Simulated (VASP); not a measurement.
Here is a VASP 6.6.1 calculation.

Contents of INCAR:

```
SYSTEM = TiO2
ALGO = Normal ; EDIFF = 1E-6
ENCUT = 600 ; GGA = PE
GGA_COMPAT = .FALSE. ; ISIF = 2
ISMEAR = -5 ; ISYM = 0
LASPH = .TRUE. ; LCHARG = .FALSE.
LREAL = .FALSE. ; LWAVE = .FALSE.
NBANDS = 19 ; NELECT = 25.0
NELM = 120 ; PREC = Accurate
SIGMA = 0.1
```

Contents of KPOINTS:

```
k-points
0
G
  2 5 2
  0 0 0
```

The input POSCAR:

```
TiO2
1.0
    1.3640338241      0.7875252955      6.3600242149
   -1.3640338241      0.7875252955      6.3600242149
    0.0000000000     -1.5750505911      6.3600242149
Ti O
1 2
Direct
    0.0000000000      0.0000000000      0.0000000000
    0.6204670000      0.6204670000      0.6204670000
    0.3795330000      0.3795330000      0.3795330000
```

Potentials or basis: VASP PAW PBE potentials, release 64 (Ti_sv, O).

Run with:

```console
$ cat potpaw_PBE.64/Ti_sv/POTCAR potpaw_PBE.64/O/POTCAR > POTCAR
$ mpirun -np 1 vasp_std > vasp.out
```

Q: What does it give for the largest force?

A: 8.209 eV/Å.

Forces on the atoms (eV/Å):
```
Ti   0.000  0.000  0.000
O    0.842 -0.486 -8.152
O   -0.842  0.486  8.152
```

Caveat: the k points lie up to 1.34 Å⁻¹ apart; the cell carries a net charge on a neutralising background, which shifts energy and pressure; an odd number of electrons without spin polarisation forces a metal; a magnetic or distorted state may lie lower; tetrahedron occupations give inexact forces and stress in metals.
